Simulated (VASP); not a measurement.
Input of a VASP 6.6.1 run:

The input POSCAR:

```
BaTe
1.0
    0.0000000000      3.6383584395      3.5033386480
    3.6383584395      0.0000000000      3.5033386480
    3.6383584395      3.6383584395      0.0000000000
Ba Te
1 1
Direct
    0.0000000000      0.0000000000      0.0000000000
    0.5000000000      0.5000000000      0.5000000000
```

INCAR.step1

```
SYSTEM = BaTe
PREC = Accurate ; ENCUT = 520
EDIFF = 1E-5 ; ISMEAR = 0
SIGMA = 0.01 ; LREAL = .FALSE.
LASPH = .TRUE. ; NELM = 60
ALGO = Normal ; ISIF = 2
LWAVE = .TRUE. ; LCHARG = .FALSE.
NBANDS = 15 ; GGA = PE
```

File INCAR.step2:

```
SYSTEM = BaTe
PREC = Accurate ; ENCUT = 520
EDIFF = 1E-6 ; ISMEAR = 0
SIGMA = 0.01 ; LREAL = .FALSE.
LASPH = .TRUE. ; NELM = 60
ALGO = Normal ; ISIF = 2
LWAVE = .FALSE. ; LCHARG = .FALSE.
GGA = PE ; LHFCALC = .TRUE.
HFSCREEN = 0.2079 ; PRECFOCK = Normal
NBANDS = 15 ; ISTART = 1
```

The input KPOINTS:

```
Automatic mesh
0
G
  4 4 4
  0 0 0
```

Potentials or basis: VASP PAW PBE potentials, release 64 (Ba_sv, Te).

Run with:

```console
$ cat potpaw_PBE.64/Ba_sv/POTCAR potpaw_PBE.64/Te/POTCAR > POTCAR
$ cp INCAR.step1 INCAR
$ mpirun -np 1 vasp_std > vasp.out
$ cp INCAR.step2 INCAR
$ mpirun -np 1 vasp_std > vasp.out
```

Q: What does it give for the band gap on the k mesh?

A: 2.35 eV (least direct gap 2.78 eV).

Q: What does it give for the pressure?

A: -1.3 GPa.

Stress tensor (GPa, compression positive):
```
-1.92  0.00  0.00
 0.00 -1.92  0.00
 0.00  0.00 -0.01
```

Caveat: the cell differs from its parent crystal (epitaxial xy strain +3.0%); the PAW data sets were made with another functional, which shifts forces and pressure a little; spin-orbit coupling is left out, which moves the levels of the heavy elements. A k mesh can miss the band edges.
